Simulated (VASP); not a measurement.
Here is a VASP 6.6.1 calculation.

File POSCAR:

```
Zr
1.0
    3.2440537330      0.0000000000      0.0000000000
   -1.6220268665      2.8094329440      0.0000000000
    0.0000000000      0.0000000000      5.0042120009
Zr
2
Direct
    0.6666666667      0.3333333333      0.7500000000
    0.3333333333      0.6666666667      0.2500000000
```

INCAR.step1

```
SYSTEM = Zr
ALGO     = Normal         ! electronic algorithm
EDIFF    = 1E-5           ! SCF threshold, eV
ENCUT    = 520            ! plane-wave cutoff, eV
GGA      = PE             ! functional
ISIF     = 2              ! what is computed and relaxed
ISMEAR   = -1             ! smearing method
LASPH    = .True.         ! aspherical terms in the spheres
LREAL    = .False.        ! projectors in reciprocal space
LWAVE    = .True.         ! write WAVECAR
NBANDS   = 19             ! bands
NELM     = 60             ! most SCF steps
PREC     = Accurate       ! precision mode
SIGMA    = 0.05           ! smearing width, eV
```

Contents of INCAR.step2:

```
SYSTEM = Zr
AEXX     = 0.25           ! exact-exchange fraction
ALGO     = Normal         ! electronic algorithm
EDIFF    = 1E-6           ! SCF threshold, eV
ENCUT    = 520            ! plane-wave cutoff, eV
GGA      = PS             ! functional
HFSCREEN = 0.207          ! screening, 1/A
ISIF     = 2              ! what is computed and relaxed
ISMEAR   = -1             ! smearing method
ISTART   = 1            
LASPH    = .True.         ! aspherical terms in the spheres
LCHARG   = .True.         ! write CHGCAR
LELF     = .True.         ! ELF
LHFCALC  = .True.         ! exact exchange
LREAL    = .False.        ! projectors in reciprocal space
LVHAR    = .True.       
LWAVE    = .False.        ! write WAVECAR
NBANDS   = 19             ! bands
NELM     = 60             ! most SCF steps
PREC     = Accurate       ! precision mode
PRECFOCK = Normal       
SIGMA    = 0.05           ! smearing width, eV
```

File KPOINTS:

```
k-points
0
Gamma
  5 5 3
  0 0 0
```

Potentials or basis: VASP PAW PBE potentials, release 64 (Zr_sv).

Command:

```bash
$ cat potpaw_PBE.64/Zr_sv/POTCAR > POTCAR
$ cp INCAR.step1 INCAR
$ mpirun -np 1 vasp_std > vasp.out
$ cp INCAR.step2 INCAR
$ mpirun -np 1 vasp_std > vasp.out
```

Problem. Estimate the pressure.

Solution. 0.0 GPa.

Problem. Estimate the band gap on the k mesh.

Solution. Zero (bands 12 and 13 overlap by 1.18 eV).

Caveat: the k points lie up to 0.45 Å⁻¹ apart, too coarse for converged energies and pressures of a metal; the PAW data sets were made with another functional, which shifts forces and pressure a little.
